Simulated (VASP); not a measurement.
# Al5Si3C3N5 (P1) in VASP: single point with PBEsol

Aim: the single point of Al5Si3C3N5 with PBEsol.

Everything below comes from runs of VASP 6.6.1. Logs are shortened: lines on timing, memory, paths and dates and some standing lists are left out, and cuts for length are marked.

## (1) The cell of the first run

The typed cell holds 32 atoms: a = 6.199 Å, b = 5.368 Å, c = 10.016 Å, α = 90.00°, β = 90.00°, γ = 90.00°.

## (2) Single point, PBEsol, collinear spin, ferromagnetic start

INCAR reads:

```
SYSTEM = Al5Si3C3N5
ALGO = Normal
EDIFF = 1E-6
ENCUT = 600
GGA = PS
GGA_COMPAT = .FALSE.
ISIF = 2
ISMEAR = -1
ISPIN = 2
LASPH = .TRUE.
LCHARG = .TRUE.
LELF = .TRUE.
LORBIT = 11
LREAL = Auto
LVHAR = .TRUE.
LWAVE = .FALSE.
MAGMOM = 0.25 0.25 0.25 0.25 0.25 0.25 0.25 0.25 0.25 0.25 0.25 0.25 0.25 0.25 0.25 0.25 0.25 0.25 0.25 0.25 0.25 0.25 0.25 0.25 0.25 0.25 0.25 0.25 0.25 0.25 0.25 0.25
NBANDS = 90
NELM = 200
PREC = Accurate
SIGMA = 0.05
```

KPOINTS reads:

```
Automatic mesh
0
Gamma
  2 2 2
  0.5 0.5 0.5
```

POSCAR reads:

```
Al5Si3C3N5
1.0
    6.1989050000      0.0000000000      0.0000000000
    0.0000000000      5.3684090000      0.0000000000
    0.0000000000      0.0000000000     10.0157290000
Si Al N C
6 10 10 6
Direct
    0.2810430000      0.1624060000      0.2584490000
    0.5135030000      0.6778920000      0.7362430000
    0.0131110000      0.3190760000      0.4881860000
    0.0032800000      0.3252320000      0.9846930000
    0.4992050000      0.3584120000      0.4696650000
    0.2306240000      0.8185590000      0.4943550000
    0.2428330000      0.1701700000      0.7401410000
    0.0101210000      0.6752780000      0.2510580000
    0.0076190000      0.6586120000      0.7451790000
    0.7646430000      0.1768190000      0.2499060000
    0.7571880000      0.1914170000      0.7252770000
    0.4810920000      0.6717960000      0.2616690000
    0.4942150000      0.3260310000      0.0045500000
    0.2374730000      0.8082380000      0.9832930000
    0.7588140000      0.8411110000      0.4969140000
    0.7678510000      0.8408650000      0.9971410000
    0.9804740000      0.3452980000      0.1932470000
    0.4815070000      0.3259400000      0.1908200000
    0.4974380000      0.3338440000      0.6876860000
    0.2715190000      0.8623440000      0.6744940000
    0.7704220000      0.8493800000      0.1824930000
    0.2300610000      0.1981050000      0.4502240000
    0.2207640000      0.1622550000      0.9565120000
    0.9711670000      0.6890780000      0.9493800000
    0.7376810000      0.1751810000      0.9345810000
    0.5026860000      0.6792010000      0.9356500000
    0.9869430000      0.3295280000      0.6898890000
    0.2497770000      0.8635730000      0.1919420000
    0.7727750000      0.8324940000      0.6708040000
    0.9929640000      0.6581020000      0.4322450000
    0.7645100000      0.1568790000      0.4390720000
    0.5137660000      0.6642350000      0.4306340000
```

Potentials or basis: VASP PAW PBE potentials, release 64 (Si, Al, N, C).

Launch:

```sh
> cat potpaw_PBE.64/Si/POTCAR potpaw_PBE.64/Al/POTCAR potpaw_PBE.64/N/POTCAR potpaw_PBE.64/C/POTCAR > POTCAR
> mpirun -np 1 vasp_std > vasp.out
```

OUTCAR:

```text
SYSTEM = Al5Si3C3N5
   EDIFF = 1E-6
   ENCUT = 600
   GGA = PS
   ISIF = 2
   ISMEAR = -1
   ISPIN = 2
   LASPH = .TRUE.
   LORBIT = 11
   LREAL = Auto
   NELM = 200
   PREC = Accurate

 ion  position               nearest neighbor table
   1  0.281  0.162  0.258-  18 1.67  28 1.75  22 1.96  17 2.20   5 2.72  12 2.91   3 2.96  13 3.00
                            10 3.00  12 3.00   6 3.01   8 3.11  10 3.20   8 3.23
   2  0.514  0.678  0.736-  20 1.90  19 1.91  29 1.92  26 2.00  15 2.97  11 3.02   9 3.07   6 3.08
                            14 3.09   7 3.13   9 3.14  11 3.15  16 3.17   7 3.20
   3  0.013  0.319  0.488-  22 1.54  31 1.84  30 1.91  27 2.03  11 2.94  10 2.94   1 2.96   6 3.00
                             7 3.01   6 3.01  15 3.01   5 3.03   8 3.05   9 3.15  15 3.22
   4  0.003  0.325  0.985-  23 1.63  25 1.90  24 1.99  17 2.10  14 2.97   7 2.98  16 2.98   9 2.99
                            13 3.05  11 3.10  16 3.13  14 3.13  10 3.14  13 3.16
   5  0.499  0.358  0.470-  32 1.69  22 1.89  31 1.99  19 2.19  12 2.68   1 2.72  10 2.92   6 2.99
                             3 3.03  15 3.06  11 3.15  15 3.22
   6  0.231  0.819  0.494-  30 1.82  20 1.84  32 2.04  22 2.08   8 2.90  12 2.91  15 2.93   5 2.99
                             9 2.99   3 3.00   3 3.01   1 3.01   2 3.08   7 3.10
   7  0.243  0.170  0.740-  20 1.79  27 1.87  19 1.88  23 2.17   4 2.98   9 3.00   3 3.01  11 3.02
                             6 3.10   9 3.11  14 3.12   2 3.13  13 3.18  11 3.19   2 3.20
   8  0.010  0.675  0.251-  30 1.82  17 1.87  21 1.88  28 1.89   6 2.90  12 2.92  15 3.05   3 3.05
                            10 3.08  16 3.08  10 3.09   1 3.11  14 3.11   1 3.23  12 3.28
   9  0.008  0.659  0.745-  27 1.86  29 1.88  24 2.06  20 2.09  14 2.89  11 2.96   4 2.99   6 2.99
                             7 3.00   2 3.07  15 3.09  16 3.09   7 3.11   2 3.14   3 3.15  11 3.26
  10  0.765  0.177  0.250-  17 1.71  21 1.88  31 1.90  18 2.02   5 2.92   3 2.94   1 3.00  15 3.06
                             8 3.08  13 3.08   8 3.09  16 3.11   4 3.14  12 3.19   1 3.20  12 3.23
  11  0.757  0.191  0.725-  27 1.64  19 1.82  29 2.00  25 2.10   3 2.94   9 2.96  15 2.96   7 3.02
                             2 3.02   4 3.10   2 3.15   5 3.15   7 3.19   9 3.26  16 3.31  13 3.32
  12  0.481  0.672  0.262-  32 1.70  28 1.90  18 1.99  21 2.18   5 2.68   6 2.91   1 2.91   8 2.92
                             1 3.00  15 3.06  13 3.18  10 3.19  10 3.23  14 3.25   8 3.28  16 3.32
  13  0.494  0.326  0.005-  25 1.85  18 1.87  23 1.97  26 2.02   1 3.00  14 3.05   4 3.05  10 3.08
                            16 3.11   4 3.16  12 3.18   7 3.18  14 3.21  16 3.24  11 3.32
  14  0.237  0.808  0.983-  24 1.80  26 1.85  23 1.92  28 2.11   9 2.89  16 2.92   4 2.97  13 3.05
[... 7 lines left out ...]
  19  0.497  0.334  0.688-  11 1.82   7 1.88   2 1.91   5 2.19
  20  0.272  0.862  0.674-   7 1.79   6 1.84   2 1.90   9 2.09
  21  0.770  0.849  0.182-  16 1.86  10 1.88   8 1.88  12 2.18
  22  0.230  0.198  0.450-   3 1.54   5 1.89   1 1.96   6 2.08
[... 8 lines left out ...]
  31  0.765  0.157  0.439-  15 1.79   3 1.84  10 1.90   5 1.99
  32  0.514  0.664  0.431-   5 1.69  12 1.70  15 1.91   6 2.04

  LATTYP: Found a simple orthorhombic cell.
 ALAT       =     5.3684090000
 B/A-ratio  =     1.1547005826
 C/A-ratio  =     1.8656791984

  Lattice vectors:

 A1 = (   0.0000000000,  -5.3684090000,   0.0000000000)
 A2 = (   6.1989050000,   0.0000000000,   0.0000000000)
 A3 = (   0.0000000000,   0.0000000000,  10.0157290000)

Analysis of symmetry for initial positions (statically):
=====================================================================
 Subroutine PRICEL returns:
 Original cell was already a primitive cell.

 Routine SETGRP: Setting up the symmetry group for a
 simple orthorhombic supercell.

 Subroutine GETGRP returns: Found  1 space group operations
 (whereof  1 operations were pure point group operations)
 out of a pool of  8 trial point group operations.

The static configuration has the point symmetry C_1 .

Analysis of symmetry for dynamics (positions and initial velocities):
=====================================================================
 Subroutine PRICEL returns:
 Original cell was already a primitive cell.

 Routine SETGRP: Setting up the symmetry group for a
 simple orthorhombic supercell.

 Subroutine GETGRP returns: Found  1 space group operations
 (whereof  1 operations were pure point group operations)
 out of a pool of  8 trial point group operations.

The dynamic configuration has the point symmetry C_1 .

Analysis of structural, dynamic, and magnetic symmetry:
=====================================================================
 Subroutine PRICEL returns:
 Original cell was already a primitive cell.

 Routine SETGRP: Setting up the symmetry group for a
 simple orthorhombic supercell.
[... 140 lines left out ...]
   LSORBIT =      F    spin-orbit coupling
   LASPH  =      T    aspherical Exc in radial PAW
   ENCUT  =  600.0 eV  44.10 Ry    6.64 a.u.  12.38 10.72 20.00*2*pi/ulx,y,z
   NELM   =    200;   NELMIN=  2; NELMDL= -5     # of ELM steps
   EDIFF  = 0.1E-05   stopping-criterion for ELM
   LREAL  =      T    real-space projection
   EDIFFG = 0.1E-04   stopping-criterion for IOM
   NSW    =      0    number of steps for IOM
   IBRION =     -1    ionic relax: 0-MD 1-quasi-New 2-CG
   NFREE  =      0    steps in history (QN), initial steepest desc. (CG)
   ISIF   =      2    stress and relaxation
   ISYM   =      2    0-nonsym 1-usesym 2-fastsym
   POTIM  = 0.5000    time-step for ionic-motion
   TEBEG  =    0.0;   TEEND  =   0.0 temperature during run
   PSTRESS=    0.0 pullay stress
   NELECT =     128.0000    total number of electrons
   NUPDOWN=      -1.0000    fix difference up-down
   EMIN   =  10.00;   EMAX   =-10.00  energy-range for DOS
   EFERMI =   0.00;   METHOD = LEGACY
   ISMEAR =    -1;   SIGMA  =   0.05  broadening in eV -4-tet -1-fermi 0-gaus
   EFERMI_NEDOS =   21; number of points for ismear=-14 and -15
   IALGO  =     38    algorithm
   IMIX   =      4    mixing-type and parameters
     AMIX     =   0.40;   BMIX     =  1.00
     AMIX_MAG =   1.60;   BMIX_MAG =  1.00
  volume/ion in A,a.u.               =      10.42        70.29
  Fermi-wavevector in a.u.,A,eV,Ry     =   1.189955  2.248688 19.265744  1.415992
  Thomas-Fermi vector in A             =   2.326050
   LORBIT       =     11    0 simple, 1 ext, 2 COOP (PROOUT), +10 PAW based schemes
   GGA     = PS    functional components
   LHFCALC =     F    Hartree Fock is set to
   AEXX    =    0.0000 exact exchange contribution
   IVDW    =     0    specifies the selected vdW correction
   LEPSILON=     F    determine dielectric tensor
   LRPA    =     F    only Hartree local field effects (RPA)
 spin polarized calculation
  energy-cutoff  :      600.00
  volume of cell :      333.31
 maximum number of plane-waves:     11115
 NGX is ok and might be reduce to    50
   NGX = 25   NGY = 21   NGZ = 41

 number of electron     128.0000004 magnetization      -0.0072289

 number of electron     128.0000004 magnetization       0.0004365

 Free energy of the ion-electron system (eV)
  ---------------------------------------------------
  ext. energy  EPLUGINS =         0.00000000
  ---------------------------------------------------
  free energy    TOTEN  =      -233.49881516 eV

  energy without entropy =     -233.49881516  energy(sigma->0) =     -233.49881516

 E-fermi :   8.9454     XC(G=0): -11.2583

 val. band max:        7.7825883862   @ k =   0.2500   0.2500   0.2500
 cond. band min:      10.1714259052   @ k =   0.2500   0.2500   0.2500
 fundamental gap:      2.3888375190
 Fermi energy:         8.9453859736

 spin component 1

 k-point     1 :       0.2500    0.2500    0.2500
  band No.  band energies     occupation
      1     -10.4563      1.00000
      2      -9.1210      1.00000
      3      -8.5501      1.00000
      4      -8.3358      1.00000
      5      -7.9933      1.00000
      6      -7.4053      1.00000
[... 305 lines left out ...]
     75      12.3478      0.00000
     76      12.5256      0.00000
 Fermi energy:         8.9453859736

 spin component 2

 k-point     1 :       0.2500    0.2500    0.2500
  band No.  band energies     occupation
      1     -10.4562      1.00000
      2      -9.1210      1.00000
      3      -8.5501      1.00000
      4      -8.3358      1.00000
      5      -7.9933      1.00000
      6      -7.4053      1.00000
[... 305 lines left out ...]
     75      12.3479      0.00000
     76      12.5257      0.00000
 [bands above 76 left out]

------------------------ aborting loop because EDIFF is reached ----------------------------------------

  FORCE on cell =-STRESS in cart. coord.  units (eV):
  Direction    XX          YY          ZZ          XY          YZ          ZX
  --------------------------------------------------------------------------------------
  -------------------------------------------------------------------------------------
  Total       31.2069665     21.7767930     17.6502979     -4.9466010     -1.8785341     -5.9118387
  in kB      150.0095799    104.6794333     84.8436767    -23.7779454     -9.0299745    -28.4177716
  external PRESSURE =     113.1775633 kB  Pullay stress =       0.0000000 kB

 VOLUME and BASIS-vectors are now :
 -----------------------------------------------------------------------------
  energy-cutoff  :      600.00
  volume of cell :      333.31
      direct lattice vectors                 reciprocal lattice vectors
     6.198905000  0.000000000  0.000000000     0.161318814  0.000000000  0.000000000
     0.000000000  5.368409000  0.000000000     0.000000000  0.186274928  0.000000000
     0.000000000  0.000000000 10.015729000     0.000000000  0.000000000  0.099842957

 POSITION                                       TOTAL-FORCE (eV/Angst)
 -----------------------------------------------------------------------------------
      1.74216      0.87186      2.58856        -4.316524     -0.977865     -1.834105
      3.18316      3.63920      7.37401         1.877229     -0.078809     -0.319346
      0.08127      1.71293      4.88954        -8.946111      6.166566      4.595410
      0.02033      1.74598      9.86242        -5.031014      1.938770      2.627174
      3.09452      1.92410      4.70404         2.471035     -3.096808      4.370925
      1.42962      4.39436      4.95133         1.790590     -0.788146     -0.160652
[... 24 lines left out ...]
      4.73912      0.84219      4.39763        -2.137501      4.333355     -0.710353
      3.18479      3.56589      4.31311        -3.182362      1.904972      5.128301
 -----------------------------------------------------------------------------------
    total drift:                               -0.012847      0.015313     -0.018941

  FREE ENERGIE OF THE ION-ELECTRON SYSTEM (eV)
  ---------------------------------------------------
  free  energy   TOTEN  =      -233.4988151561 eV

  energy  without entropy=     -233.4988151560  energy(sigma->0) =     -233.49881516

 total charge

# of ion       s       p       d       tot
------------------------------------------
    1        0.717   0.914   0.000   1.632
    2        0.696   0.802   0.000   1.498
    3        0.717   1.040   0.000   1.757
    4        0.680   0.845   0.000   1.526
    5        0.724   0.878   0.000   1.602
    6        0.718   0.831   0.000   1.549
[... 24 lines left out ...]
   31        0.853   1.706   0.000   2.560
   32        0.882   1.771   0.000   2.653
--------------------------------------------------
tot         25.764  46.485   0.000  72.250

 magnetization (x)

# of ion       s       p       d       tot
------------------------------------------
    1        0.000   0.000   0.000   0.000
    2        0.000   0.000   0.000   0.000
    3        0.000   0.000   0.000   0.000
    4        0.000   0.000   0.000   0.000
    5        0.000   0.000   0.000   0.000
    6        0.000   0.000   0.000   0.000
[... 24 lines left out ...]
   31       -0.000  -0.000   0.000  -0.000
   32       -0.000  -0.000   0.000  -0.000
--------------------------------------------------
tot         -0.000  -0.000   0.000  -0.000
```

Wall time 4.9 min (1 thread of Intel Xeon 6975P-C (Granite Rapids), shared host); peak memory 0.7 GiB.

What came out:

| Property | Result |
| --- | --- |
| Free energy | -233.4988 eV |
| Pressure | 11.3 GPa |
| Largest force | 12.345 eV/Å |
| Band gap on the k mesh | 2.39 eV |
| Net moment | 0.00 μB per cell |
| Valence electrons inside the program's atomic spheres | Si 1.63, 1.50, 1.76, 1.53, 1.60, 1.55; Al 0.85, 0.91, 0.89, 0.95, 0.90, 0.77, 0.82, 1.02, 0.94 (each value once); N 3.77, 3.88, 3.82, 3.79, 3.92, 3.85, 3.75 (each value once); C 2.64, 2.55, 2.56, 2.59, 2.65 (each value once) |

Forces in eV/Å, atoms in the order of the input:
```
Si  -4.317 -0.978 -1.834
Si   1.877 -0.079 -0.319
Si  -8.946  6.167  4.595
Si  -5.031  1.939  2.627
Si   2.471 -3.097  4.371
Si   1.791 -0.788 -0.161
Al   0.269  1.657  0.945
Al  -1.430  0.675 -2.240
Al  -0.628  1.255 -0.385
Al  -2.235 -2.831 -0.443
Al  -5.328 -4.929  2.254
Al   1.819  1.323 -6.665
Al  -0.270  0.653 -0.810
Al   1.277  2.165  3.416
Al  -0.713 -2.097 -1.848
Al  -7.953  4.288  3.137
N    4.730  0.976 -3.450
N    1.609  1.742  0.543
N   -1.553  2.850 -0.820
N    0.365 -3.738  0.538
N   -1.855 -0.640  0.210
N    9.060 -5.159 -4.108
N    2.861 -0.062 -2.856
N    8.291 -7.981 -4.467
N    2.326  0.955  0.396
N   -0.786 -1.301 -2.113
C    7.402  2.664 -2.954
C    0.660 -0.533 -0.779
C   -3.300 -0.073  6.297
C    2.856 -1.261  2.504
C   -2.138  4.333 -0.710
C   -3.182  1.905  5.128
```

Caveat: the k points lie up to 0.59 Å⁻¹ apart; the PAW data sets were made with another functional, which shifts forces and pressure a little; a shifted mesh leaves out Γ, where band edges can lie.
